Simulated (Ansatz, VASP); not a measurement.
## One calculation of AlAu, two programs

The input INCAR:

```
SYSTEM = AlAu
ALGO = Normal ; EDIFF = 1E-6
ENCUT = 520 ; GGA = CA
ISIF = 2 ; ISMEAR = -1
LASPH = .True. ; LCHARG = .False.
LREAL = .False. ; LWAVE = .False.
NBANDS = 14 ; NELM = 100
PREC = Accurate ; SIGMA = 0.05
```

The input KPOINTS:

```
k-points
0
Gamma
  11 11 11
  0 0 0
```

POSCAR

```
AlAu
1.0
    2.7191779938      0.0000000000      0.0000000000
    0.0000000000      2.7191779938      0.0000000000
    0.0000000000      0.0000000000      2.7191779938
Al Au
1 1
Direct
    0.0000000000      0.0000000000      0.0000000000
    0.5000000000      0.5000000000      0.5000000000
```

Input for Ansatz:

```yaml
crystal:
  lattice:
    - [2.7191779938, 0.0, 0.0]
    - [0.0, 2.7191779938, 0.0]
    - [0.0, 0.0, 2.7191779938]
  atoms:
    - { symbol: Al, position: [0.0, 0.0, 0.0] }
    - { symbol: Au, position: [0.5, 0.5, 0.5] }
kpoints:
  mp_grid: { grid: [11, 11, 11] }
  band_path:
    path:
      - [0.0, 0.0, 0.0]
      - [0.0, 0.5, 0.0]
      - [0.5, 0.5, 0.0]
      - [0.0, 0.0, 0.0]
      - [0.5, 0.5, 0.5]
      - [0.0, 0.5, 0.0]
      - [0.5, 0.5, 0.5]
      - [0.5, 0.5, 0.0]
    npoints: 6
scf:
  occupations: { method: fermi_dirac, width: 0.05 }
hamiltonian:
  xc: lda
  pseudopotentials: { kind: all_electron, lapw: { basis_error: 0.001 } }
output:
  forces: true
  stress: true
  eigenvalues: true
  populations: true
```

Change from the starting cell: volume scaled by 0.6, LAPW.

Alike in both runs: task single point; functional LDA; k mesh 11 × 11 × 11; occupations fermi-dirac, width 0.05 eV; no spin polarisation.

|  | VASP | Ansatz |
| --- | --- | --- |
| version | VASP 6.6.1 | Ansatz 0.2.0 |
| potentials or method | VASP PAW LDA potentials, release 64 (Al, Au), cutoff 520 eV | all-electron LAPW, scalar-relativistic |

Ansatz gave:

```
pressure (GPa) : 186.8
```

**Question.** Which values does VASP return?

**Answer.** Pressure (GPa): 189.9.

LDA's correlation is that of Perdew and Zunger in VASP and of Perdew and Wang (1992) in Ansatz. Both programs put the cell under a high pressure, so it lies far from rest at this level. Ansatz ran all-electron here, and VASP with PAW potentials.

Spin-orbit coupling is off throughout. Noted on VASP's run: the cell as given lies far from equilibrium.
